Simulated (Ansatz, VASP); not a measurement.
**One calculation of AlN, two programs**

```
Al N
1.0
     0.00000    2.02227    2.02227
     2.02227    0.00000    2.02227
     2.02227    2.02227    0.00000
Al N
1 1
Direct
  0.50000 0.50000 0.50000
  0.00000 0.00000 0.00000
```

Alike in both runs: functional PBEsol; k mesh 10 × 10 × 10; occupations gaussian, width 0.02 eV; no spin polarisation.

Ansatz relaxed the structure, and its values are those at the end. VASP's run is a single point on that final structure, the one shown.

|  | VASP | Ansatz |
| --- | --- | --- |
| version | VASP 6.6.1 | Ansatz 0.2.0 |
| potentials or method | VASP PAW PBE potentials, release 64 (Al, N), cutoff 600 eV | scalar-relativistic, plane waves, PAW |
| valence electrons in the cell | 8 | 8 |

Ansatz gave:

* gap on the k mesh at the Fermi level (eV): 4.55
* least direct gap on the mesh (eV): 5.64
* pressure (GPa): 0.0

Task: Which values does VASP return?

Result: gap on the k mesh at the Fermi level (eV): 4.55; least direct gap on the mesh (eV): 5.66; pressure (GPa): -0.1.

VASP's potentials were made for PBE, not for PBEsol, and Ansatz warns of the same on its side.
